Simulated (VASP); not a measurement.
Set up this calculation in VASP 6.6.1, as the native input.

```
Task                   : single point
Functional             : PBE
Potentials or basis    : VASP PAW PBE potentials, release 64 (Zr_sv, Sn_d, Se)
Cutoff                 : 520 eV
k mesh                 : 4 × 4 × 4
Occupations            : gaussian, width 0.1 eV
Spin                   : no spin polarisation
Dipole correction      : no
Further INCAR settings : ALGO = Normal; EDIFF = 1e-07; NBANDS = 36
```

The structure of Zr3SnSe lies in POSCAR:

```
Zr3SnSe
1.0
    4.6962493900      0.0000000000      0.0000000000
    0.0000000000      4.6962493900      0.0000000000
    0.0000000000      0.0000000000      4.6962493900
Zr Sn Se
3 1 1
Direct
    0.5000000000      0.0000000000      0.0000000000
    0.0000000000      0.5000000000      0.0000000000
    0.0000000000      0.0000000000      0.5000000000
    0.0000000000      0.0000000000      0.0000000000
    0.5000000000      0.5000000000      0.5000000000
```

The cell was built from a structure type or drawn by symmetry, and may not be a known phase.

The input as run:

INCAR

```
SYSTEM = Zr3SnSe
PREC = Accurate
ENCUT = 520
EDIFF = 1E-7
ISMEAR = 0
SIGMA = 0.1
LREAL = .FALSE.
LASPH = .TRUE.
NELM = 100
ALGO = Normal
ISIF = 2
LWAVE = .FALSE.
LCHARG = .TRUE.
GGA = PE
LELF = .TRUE.
LVHAR = .TRUE.
NBANDS = 36
```

KPOINTS

```
Automatic mesh
0
G
  4 4 4
  0 0 0
```

Potentials or basis: VASP PAW PBE potentials, release 64 (Zr_sv, Sn_d, Se).

Launch:

```bash
$ cat potpaw_PBE.64/Zr_sv/POTCAR potpaw_PBE.64/Sn_d/POTCAR potpaw_PBE.64/Se/POTCAR > POTCAR
$ mpirun -np 1 vasp_std > vasp.out
```

Results of the run:

The pressure is 47.3 GPa and the band gap on the k mesh is zero (bands 28 and 29 overlap by 0.42 eV).

Caveat: the cell stands under pressure; spin-orbit coupling is left out, which moves the levels of the heavy elements.

Run time: 79 s on 1 thread of Intel Xeon 8259CL (shared host), peak memory 0.21 GiB.
